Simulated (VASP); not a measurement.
MgS: single point with HF

MgS:

```xyz
2
Lattice="0.0000 2.8676 2.8676 2.8676 0.0000 2.8676 2.8676 2.8676 0.0000" Properties=species:S:1:pos:R:3 pbc="T T T"
S     1.4338    1.4338    1.4338
Mg    0.0000    0.0000    0.0000
```

```yaml
Program: VASP 6.6.1
Task: single point
Functional: HF
Potentials_or_basis: VASP PAW PBE potentials, release 64 (S, Mg)
Cutoff: 520 eV
k_mesh: 4 × 4 × 4
Occupations: fermi-dirac, width 0.05 eV
Spin: no spin polarisation
```

The pressure is -0.4 GPa. The band gap on the k mesh is 10.83 eV, direct.

Levels at points of the mesh, in eV from the valence-band top:
```
           k point  band 2  band 3  band 4  band 5  band 6  band 7
(0.00, 0.00, 0.00)    0.00    0.00    0.00   10.83   16.03   16.03
(0.50, 0.00, 0.00)   -3.95   -0.43   -0.43   12.71   15.58   15.58
(0.50, 0.50, 0.00)   -3.57   -1.34   -1.34   11.10   13.27   19.89
```

Run time: 3.9 min on 1 thread of Intel(R) Xeon(R) Platinum 8488C (Sapphire Rapids), with other jobs on the host, peak memory 0.18 GiB.

Caveat: the k points lie up to 0.47 Å⁻¹ apart; the PAW data sets were made with another functional, which shifts forces and pressure a little. A k mesh can miss the band edges.
